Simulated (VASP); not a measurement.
# RuWO4 in VASP: a series of runs

Runs on RuWO4. Level: PBE. Tasks: single point.

Everything below comes from runs of VASP 6.6.1. Logs are shortened: lines on timing, memory, paths and dates and some standing lists are left out, and cuts for length are marked.

**1. The cell of the first run**

The typed cell holds 18 atoms: a = 5.614 Å, b = 5.613 Å, c = 7.369 Å, α = 68.65°, β = 68.64°, γ = 75.79°.

**2. Single point, PBE**

Input file INCAR:

```
PREC     = Accurate       # precision mode
ENCUT    = 520            # plane-wave cutoff, eV
EDIFF    = 1E-6           # SCF threshold, eV
ISMEAR   = 0              # smearing method
SIGMA    = 0.1            # smearing width, eV
LREAL    = Auto         
LASPH    = True           # aspherical terms in the spheres
NELM     = 100            # most SCF steps
ALGO     = Normal         # electronic algorithm
ISIF     = 2              # what is computed and relaxed
LWAVE    = False          # write WAVECAR
LCHARG   = False          # write CHGCAR
GGA      = PE             # functional
NBANDS   = 93             # bands
ISYM     = 0
```

Input file KPOINTS:

```
Automatic mesh
0
Gamma
  3 3 2
  0 0 0.5
```

Input file POSCAR:

```
RuWO4
1.0
    0.0336368079     -4.8427076947      2.8392359442
   -4.8421863414      0.0337056117      2.8393417962
   -4.8079294521     -4.8085884129     -2.8384936767
O Ru W
12 3 3
Direct
    0.2399555103      0.2400451266      0.4761350024
    0.5696948518      0.5697607046      0.1459863053
    0.9065166683      0.9065535832      0.8061410872
    0.0968990884      0.0965722001      0.1862945027
    0.4265329130      0.4261909984      0.8558413589
    0.7599449967      0.7596241938      0.5261375907
    0.6389844307      0.0275509964      0.1660897806
    0.9543187083      0.3745007845      0.8350680166
    0.2919961029      0.7120341572      0.4971752759
    0.0276649776      0.6388033671      0.1661183869
    0.3745353320      0.9540591026      0.8349661325
    0.7119964685      0.2918487309      0.4971273104
    0.3333691108      0.3332104089      0.1660443192
    0.6659551130      0.6658147328      0.8358232011
    1.0004035517      1.0003724030      0.4964087433
    0.3330716077      0.3328971309      0.6662294436
    0.6570050941      0.6568651542      0.3438353156
    0.0097194318      1.0095647373     -0.0117706999
```

Potentials or basis: VASP PAW PBE potentials, release 64 (O, Ru_pv, W_sv).

The run is started by

```sh
> cat potpaw_PBE.64/O/POTCAR potpaw_PBE.64/Ru_pv/POTCAR potpaw_PBE.64/W_sv/POTCAR > POTCAR
> mpirun -np 1 vasp_std > vasp.out
```

OUTCAR:

```text
PREC = Accurate
   ENCUT = 520
   EDIFF = 1E-6
   ISMEAR = 0
   LREAL = Auto
   LASPH = True
   NELM = 100
   ISIF = 2
   GGA = PE
   ISYM = 0

 ion  position               nearest neighbor table
   1  0.240  0.240  0.476-  16 1.93  13 2.04  15 2.06
   2  0.570  0.570  0.146-  17 1.94  13 2.03  14 2.04
   3  0.907  0.907  0.806-  18 1.94  15 2.04  14 2.04
   4  0.097  0.097  0.186-  18 1.94  13 2.03  15 2.04
   5  0.427  0.426  0.856-  16 1.92  13 2.04  14 2.06
   6  0.760  0.760  0.526-  17 1.94  14 2.04  15 2.04
   7  0.639  0.028  0.166-  17 2.02  18 2.02  13 2.11
   8  0.954  0.375  0.835-  18 1.96  14 2.00  16 2.04
   9  0.292  0.712  0.497-  17 1.96  15 2.00  16 2.04
  10  0.028  0.639  0.166-  17 2.02  18 2.02  13 2.11
  11  0.375  0.954  0.835-  18 1.96  14 2.00  16 2.04
  12  0.712  0.292  0.497-  17 1.96  15 2.00  16 2.04
  13  0.333  0.333  0.166-   2 2.03   4 2.03   1 2.04   5 2.04   7 2.11  10 2.11  14 2.83  15 2.83

  14  0.666  0.666  0.836-  11 2.00   8 2.00   6 2.04   2 2.04   3 2.04   5 2.06  13 2.83  15 2.86

  15  0.000  0.000  0.496-  12 2.00   9 2.00   3 2.04   4 2.04   6 2.04   1 2.06  13 2.83  14 2.86

  16  0.333  0.333  0.666-   5 1.92   1 1.93   8 2.04  11 2.04  12 2.04   9 2.04  18 2.75  17 2.75

  17  0.657  0.657  0.344-   2 1.94   6 1.94  12 1.96   9 1.96  10 2.02   7 2.02  16 2.75  18 3.01

  18  0.010  0.010  0.988-   4 1.94   3 1.94  11 1.96   8 1.96   7 2.02  10 2.02  16 2.75  17 3.01

IMPORTANT INFORMATION: All symmetrisations will be switched off!
NOSYMM: (Re-)initialisation of all symmetry stuff for point group C_1.

----------------------------------------------------------------------------------------

                                     Primitive cell

  volume of cell :     199.6953

  direct lattice vectors                    reciprocal lattice vectors
     0.033636808 -4.842707695  2.839235944     0.067891185 -0.137188334  0.117409529
    -4.842186341  0.033705612  2.839341796    -0.137202565  0.067880245  0.117404558
    -4.807929452 -4.808588413 -2.838493677    -0.069334622 -0.069323682 -0.117419665

  length of vectors
     5.613751865  5.613356079  7.368565294     0.192911507  0.192914752  0.152972025

  position of ions in fractional coordinates (direct lattice)
     0.239955510  0.240045127  0.476135002
     0.569694852  0.569760705  0.145986305
     0.906516668  0.906553583  0.806141087
     0.096899088  0.096572200  0.186294503
     0.426532913  0.426190998  0.855841359
     0.759944997  0.759624194  0.526137591
[... 10 lines left out ...]
     0.657005094  0.656865154  0.343835316
     0.009719432  0.009564737  0.988229300

  ion indices of the primitive-cell ions
   primitive index   ion index
                 1           1
                 2           2
                 3           3
                 4           4
                 5           5
                 6           6
[... 10 lines left out ...]
                17          17
                18          18

----------------------------------------------------------------------------------------

 KPOINTS: Automatic mesh

Automatic generation of k-mesh.
 Grid dimensions read from file:
 generate k-points for:    3    3    2

 Generating k-lattice:

  Cartesian coordinates                     Fractional coordinates (reciprocal lattice)
     0.022630395 -0.045729445  0.039136510     0.333333333  0.000000000 -0.000000000
    -0.045734188  0.022626748  0.039134853     0.000000000  0.333333333  0.000000000
    -0.034667311 -0.034661841 -0.058709832    -0.000000000  0.000000000  0.500000000

  Length of vectors
     0.064303836  0.064304917  0.076486012

  Shift w.r.t. Gamma in fractional coordinates (k-lattice)
     0.000000000  0.000000000  0.500000000

 Subroutine IBZKPT returns following result:
 ===========================================

 Found      9 irreducible k-points:

 Following reciprocal coordinates:
            Coordinates               Weight
  0.000000  0.000000  0.250000      2.000000
  0.333333  0.000000  0.250000      2.000000
 -0.333333  0.000000  0.250000      2.000000
  0.000000  0.333333  0.250000      2.000000
  0.333333  0.333333  0.250000      2.000000
 -0.333333  0.333333  0.250000      2.000000
  0.000000 -0.333333  0.250000      2.000000
  0.333333 -0.333333  0.250000      2.000000
 -0.333333 -0.333333  0.250000      2.000000
   k-points           NKPTS =      9   k-points in BZ     NKDIM =      9   number of bands    NBANDS=     93
   number of dos      NEDOS =    301   number of ions     NIONS =     18
   total plane-waves  NPLWV =  98784
   dimension x,y,z NGX =    42 NGY =   42 NGZ =   56
   dimension x,y,z NGXF=    84 NGYF=   84 NGZF=  112
   ions per type =              12   3   3
   NGX,Y,Z   is equivalent  to a cutoff of  12.44, 12.44, 12.63 a.u.
   NGXF,Y,Z  is equivalent  to a cutoff of  24.88, 24.88, 25.27 a.u.
 SYSTEM =  unknown system
   PREC   = accura    normal or accurate (medium, high low for compatibility)
   ISTART =      0    job   : 0-new  1-cont  2-samecut
   ICHARG =      2    charge: 1-file 2-atom 10-const
   ISPIN  =      1    spin polarized calculation?
   LNONCOLLINEAR =      F non collinear calculations
   LSORBIT =      F    spin-orbit coupling
   LASPH  =      T    aspherical Exc in radial PAW
   ENCUT  =  520.0 eV  38.22 Ry    6.18 a.u.  10.44 10.44 13.70*2*pi/ulx,y,z
   NELM   =    100;   NELMIN=  2; NELMDL= -5     # of ELM steps
   EDIFF  = 0.1E-05   stopping-criterion for ELM
   LREAL  =      T    real-space projection
   EDIFFG = 0.1E-04   stopping-criterion for IOM
   NSW    =      0    number of steps for IOM
   IBRION =     -1    ionic relax: 0-MD 1-quasi-New 2-CG
   NFREE  =      0    steps in history (QN), initial steepest desc. (CG)
   ISIF   =      2    stress and relaxation
   ISYM   =      0    0-nonsym 1-usesym 2-fastsym
   POTIM  = 0.5000    time-step for ionic-motion
   TEBEG  =    0.0;   TEEND  =   0.0 temperature during run
   PSTRESS=    0.0 pullay stress
   NELECT =     156.0000    total number of electrons
   NUPDOWN=      -1.0000    fix difference up-down
   EMIN   =  10.00;   EMAX   =-10.00  energy-range for DOS
   EFERMI =   0.00;   METHOD = LEGACY
   ISMEAR =     0;   SIGMA  =   0.10  broadening in eV -4-tet -1-fermi 0-gaus
   EFERMI_NEDOS =   21; number of points for ismear=-14 and -15
   IALGO  =     38    algorithm
   IMIX   =      4    mixing-type and parameters
     AMIX     =   0.40;   BMIX     =  1.00
     AMIX_MAG =   1.60;   BMIX_MAG =  1.00
  volume/ion in A,a.u.               =      11.09        74.87
  Fermi-wavevector in a.u.,A,eV,Ry     =   1.507742  2.849219 30.929936  2.273286
  Thomas-Fermi vector in A             =   2.618288
   LORBIT       =      0    0 simple, 1 ext, 2 COOP (PROOUT), +10 PAW based schemes
   GGA     = PE    functional components
   LHFCALC =     F    Hartree Fock is set to
   AEXX    =    0.0000 exact exchange contribution
   IVDW    =     0    specifies the selected vdW correction
   LEPSILON=     F    determine dielectric tensor
   LRPA    =     F    only Hartree local field effects (RPA)
 non-spin polarized calculation
 Gauss-broadening in eV      SIGMA  =   0.10
  energy-cutoff  :      520.00
  volume of cell :      199.70
 maximum number of plane-waves:      5391
 NGX is ok and might be reduce to    42
   NGX = 21   NGY = 21   NGZ = 27

 number of electron     155.9999977 magnetization

 Free energy of the ion-electron system (eV)
  ---------------------------------------------------
  ext. energy  EPLUGINS =         0.00000000
  ---------------------------------------------------
  free energy    TOTEN  =      -153.41806471 eV

  energy without entropy =     -153.37512765  energy(sigma->0) =     -153.39659618

 E-fermi :   6.9972     XC(G=0): -11.7712

 val. band max:        6.9829125680   @ k =   0.3333   0.0000   0.2500
 cond. band min:       7.0402085680   @ k =  -0.3333   0.3333   0.2500
 fundamental gap:      0.0572960000
 Fermi energy:         6.9971511156

 k-point     1 :       0.0000    0.0000    0.2500
  band No.  band energies     occupation
      1     -68.9676      2.00000
      2     -68.9561      2.00000
      3     -68.6665      2.00000
      4     -36.6771      2.00000
      5     -36.6637      2.00000
      6     -36.6348      2.00000
[... 82 lines left out ...]
     89       9.7497      0.00000
     90       9.7509      0.00000

 k-point     2 :       0.3333    0.0000    0.2500
  band No.  band energies     occupation
      1     -68.9680      2.00000
      2     -68.9556      2.00000
      3     -68.6665      2.00000
      4     -36.6681      2.00000
      5     -36.6437      2.00000
      6     -36.6237      2.00000
[... 640 lines left out ...]
     89       9.5167      0.00000
     90       9.7049      0.00000

 k-point     9 :      -0.3333   -0.3333    0.2500
  band No.  band energies     occupation
      1     -68.9681      2.00000
      2     -68.9556      2.00000
      3     -68.6665      2.00000
      4     -36.6683      2.00000
      5     -36.6436      2.00000
      6     -36.6237      2.00000
[... 82 lines left out ...]
     89       9.6291      0.00000
     90      10.0263      0.00000
 [bands above 90 left out]

------------------------ aborting loop because EDIFF is reached ----------------------------------------

  FORCE on cell =-STRESS in cart. coord.  units (eV):
  Direction    XX          YY          ZZ          XY          YZ          ZX
  --------------------------------------------------------------------------------------
  -------------------------------------------------------------------------------------
  Total        1.3605982      1.3489329      1.7801542      0.0989609     -0.0155648      0.0168525
  in kB       10.9162270     10.8226349     14.2823700      0.7939742     -0.1248783      0.1352091
  external PRESSURE =      12.0070773 kB  Pullay stress =       0.0000000 kB

 VOLUME and BASIS-vectors are now :
 -----------------------------------------------------------------------------
  energy-cutoff  :      520.00
  volume of cell :      199.70
      direct lattice vectors                 reciprocal lattice vectors
     0.033636808 -4.842707695  2.839235944     0.067891185 -0.137188334  0.117409529
    -4.842186341  0.033705612  2.839341796    -0.137202565  0.067880245  0.117404558
    -4.807929452 -4.808588413 -2.838493677    -0.069334622 -0.069323682 -0.117419665

 POSITION                                       TOTAL-FORCE (eV/Angst)
 -----------------------------------------------------------------------------------
     -3.44350     -3.44348      0.01135         0.079726      0.077623      0.003528
     -3.44162     -3.44165      2.82086         0.066329      0.062285      0.005176
     -8.23508     -8.23584      2.85960         0.057475      0.057199      0.001921
     -1.36005     -1.36181      0.02053        -0.052803     -0.049497      0.004674
     -6.16417     -6.16660     -0.00817        -0.087808     -0.086643     -0.009063
     -6.18231     -6.18457      2.82106        -0.060461     -0.057659     -0.002152
[... 10 lines left out ...]
     -4.81170     -4.81291      2.75448        -0.001639      0.008274      0.058265
     -4.79732     -4.79873     -2.75033        -0.005029      0.000012     -0.081748
 -----------------------------------------------------------------------------------
    total drift:                                0.004537      0.001431     -0.000849

  FREE ENERGIE OF THE ION-ELECTRON SYSTEM (eV)
  ---------------------------------------------------
  free  energy   TOTEN  =      -153.4180647149 eV

  energy  without entropy=     -153.3751276503  energy(sigma->0) =     -153.39659618
```

Run time: 2.9 min. Hardware: 1 thread of Intel Xeon 6975P-C (Granite Rapids), shared host; peak memory 0.35 GiB.

What came out:

```
Free energy            : -153.4181 eV
Pressure               : 1.2 GPa
Largest force          : 0.182 eV/Å
Band gap on the k mesh : zero (bands 78 and 79 overlap by 0.15 eV)
```

Forces on the atoms (eV/Å):
```
O    0.080  0.078  0.004
O    0.066  0.062  0.005
O    0.057  0.057  0.002
O   -0.053 -0.049  0.005
O   -0.088 -0.087 -0.009
O   -0.060 -0.058 -0.002
O   -0.113  0.107 -0.006
O   -0.123  0.123  0.033
O   -0.114  0.111 -0.031
O    0.112 -0.109 -0.002
O    0.125 -0.127  0.040
O    0.120 -0.121 -0.026
Ru   0.000  0.003 -0.003
Ru  -0.009 -0.010  0.005
Ru   0.011  0.001 -0.003
W   -0.005  0.009  0.013
W   -0.002  0.008  0.058
W   -0.005  0.000 -0.082
```

Stress tensor (GPa, compression positive):
```
 1.09  0.08  0.01
 0.08  1.08 -0.01
 0.01 -0.01  1.43
```

Caveat: the k points lie up to 0.48 Å⁻¹ apart; spin-orbit coupling is left out, which moves the levels of the heavy elements.

**3. Single point, PBE**

Input file INCAR:

```
SYSTEM = RuWO4
  PREC = Accurate
  ENCUT = 520
  EDIFF = 1E-6
  ISMEAR = 0
  SIGMA = 0.1
  LREAL = Auto
  LASPH = .True.
  NELM = 60
  ALGO = Normal
  ISIF = 2
  LWAVE = .False.
  LCHARG = .True.
  GGA = PE
  LELF = .True.
  LVHAR = .True.
  ISYM = 0
  NBANDS = 93
```

Input file KPOINTS:

```
regular mesh
0
Gamma
  4 4 3
  0 0 0
```

Input file POSCAR:

```
RuWO4
1.0
    0.0313040296     -4.8355117092      2.8511962878
   -4.8353231406      0.0313158728      2.8512091202
   -4.8016965907     -4.8019164004     -2.8473816685
O Ru W
12 3 3
Direct
    0.2398855753      0.2398020672      0.4766544293
    0.5692256575      0.5691510271      0.1462212386
    0.9063339930      0.9062582092      0.8063113913
    0.0972675097      0.0970889409      0.1859438395
    0.4266362931      0.4264684636      0.8555089378
    0.7601850117      0.7600034300      0.5258898831
    0.6407236994      0.0256427627      0.1661373850
    0.9536731116      0.3744500427      0.8354793131
    0.2920749637      0.7126754217      0.4967156687
    0.0257425607      0.6405743009      0.1660933766
    0.3745559854      0.9535288989      0.8354273871
    0.7127868569      0.2919132635      0.4966663322
    0.3332526288      0.3331287726      0.1661186196
    0.6662687654      0.6661458663      0.8360546156
    0.0002330000      0.0000929363      0.4961133704
    0.3331538282      0.3330303822      0.6661977352
    0.6557743251      0.6556457372      0.3450236995
    0.0107901920      0.0106679896      0.9870938505
```

Potentials or basis: VASP PAW PBE potentials, release 64 (O, Ru_pv, W_sv).

The run is started by

```sh
> cat potpaw_PBE.64/O/POTCAR potpaw_PBE.64/Ru_pv/POTCAR potpaw_PBE.64/W_sv/POTCAR > POTCAR
> mpirun -np 1 vasp_std > vasp.out
```

Run time: 7.9 min. Hardware: 1 thread of Intel Xeon 6975P-C (Granite Rapids), shared host; peak memory 0.48 GiB.

The run converged. Its results:

| Item | Value |
| --- | --- |
| Free energy | -153.3522 eV |
| Pressure | 1.3 GPa |
| Largest force | 0.164 eV/Å |
| Band gap on the k mesh | zero (bands 78 and 79 overlap by 0.33 eV) |

Forces in eV/Å, atoms in the order of the input:
```
O    0.096  0.095  0.004
O    0.091  0.091  0.005
O    0.089  0.089  0.001
O   -0.090 -0.090 -0.005
O   -0.097 -0.097 -0.007
O   -0.088 -0.088  0.001
O   -0.098  0.097  0.002
O   -0.113  0.114  0.035
O   -0.113  0.113 -0.038
O    0.097 -0.100  0.002
O    0.112 -0.112  0.035
O    0.110 -0.112 -0.037
Ru   0.000  0.000 -0.002
Ru  -0.004 -0.004 -0.003
Ru   0.004  0.005  0.006
W    0.001  0.000  0.003
W   -0.008 -0.010  0.067
W    0.010  0.009 -0.070
```

Stress tensor (GPa, compression positive):
```
1.21 0.16 0.02
0.16 1.21 0.02
0.02 0.02 1.42
```

Levels at points of the mesh, in eV from the Fermi level:
```tsv
k point	band 74	band 75	band 76	band 77	band 78	band 79	band 80	band 81	band 82	band 83
(0.00, 0.00, 0.00)	-0.94	-0.68	-0.41	-0.35	-0.35	-0.29	0.06	0.31	0.40	1.00
(0.50, 0.00, 0.00)	-0.74	-0.64	-0.59	-0.47	-0.36	0.39	0.62	0.72	1.05	1.12
(0.00, 0.50, 0.00)	-0.74	-0.64	-0.59	-0.47	-0.36	0.39	0.62	0.72	1.05	1.13
(0.50, 0.50, 0.00)	-0.65	-0.31	-0.23	-0.22	-0.18	0.11	0.23	0.42	0.54	1.13
```

Caveat: spin-orbit coupling is left out, which moves the levels of the heavy elements.

The gap in the log of VASP goes by the Fermi energy; the results here count the filled bands.